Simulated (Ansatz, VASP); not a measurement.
# HfB2 in VASP and in Ansatz

The input INCAR:

```
PREC     = Accurate       # precision mode
ENCUT    = 520            # plane-wave cutoff, eV
EDIFF    = 1E-6           # SCF threshold, eV
ISMEAR   = 0              # smearing method
SIGMA    = 0.1            # smearing width, eV
LREAL    = F              # projectors in reciprocal space
LASPH    = T              # aspherical terms in the spheres
NELM     = 80             # most SCF steps
ALGO     = Normal         # electronic algorithm
ISIF     = 2              # what is computed and relaxed
LWAVE    = F              # write WAVECAR
LCHARG   = T              # write CHGCAR
GGA      = PE             # functional
LELF     = T              # ELF
LVHAR    = T            
NBANDS   = 15             # bands
```

File KPOINTS:

```
Automatic mesh
0
Gamma
  13 13 10
```

Contents of POSCAR:

```
HfB2
1.0
    3.1400000000      0.0785000000      0.0000000000
   -1.5020170000      2.6800700000      0.0000000000
    0.0000000000      0.0000000000      3.4800000000
Hf B
1 2
Direct
    0.0000000000      0.0000000000      0.0000000000
    0.3333333333      0.6666666667      0.5000000000
    0.6666666667      0.3333333333      0.5000000000
```

Input for Ansatz:

```yaml
crystal:
  lattice:
    - [3.14, 0.07850000000000001, 0.0]
    - [-1.5020170000000002, 2.68007, 0.0]
    - [0.0, 0.0, 3.48]
  atoms:
    - { symbol: Hf, position: [0.0, 0.0, 0.0] }
    - { symbol: B, position: [0.3333333333333333, 0.6666666666666666, 0.5] }
    - { symbol: B, position: [0.6666666666666666, 0.3333333333333333, 0.5] }
basis:
  ecutwfc: 520.0
kpoints:
  mp_grid:
    grid: [13, 13, 10]
hamiltonian:
  xc: pbe
scf:
  mixing:
    algorithm: broyden
  occupations:
    method: gaussian
output:
  stress: true
```

Alike in both runs: task single point; functional PBE; k mesh 13 × 13 × 10; no spin polarisation.

```csv
,VASP,Ansatz
version,VASP 6.6.1,Ansatz 0.2.0
potentials or method,"VASP PAW PBE potentials, release 64 (Hf_pv, B), cutoff 520 eV","plane waves, PAW"
occupations,"gaussian, width 0.1 eV",gaussian
valence electrons in the cell,16,32
```

Ansatz gave:

| Property | Result |
| --- | --- |
| pressure (GPa) | 2.0 |
| traceless stress, the component that is largest in VASP (GPa) | -13.47 |

Question: What did VASP give for the same quantities?

Answer: Pressure (GPa): 1.6; traceless stress, the component that is largest in VASP (GPa): -13.55.

VASP's potentials hold 16 valence electrons a cell and Ansatz's 32, so a difference there can come from the potentials and not from the codes.

Spin-orbit coupling is off throughout.
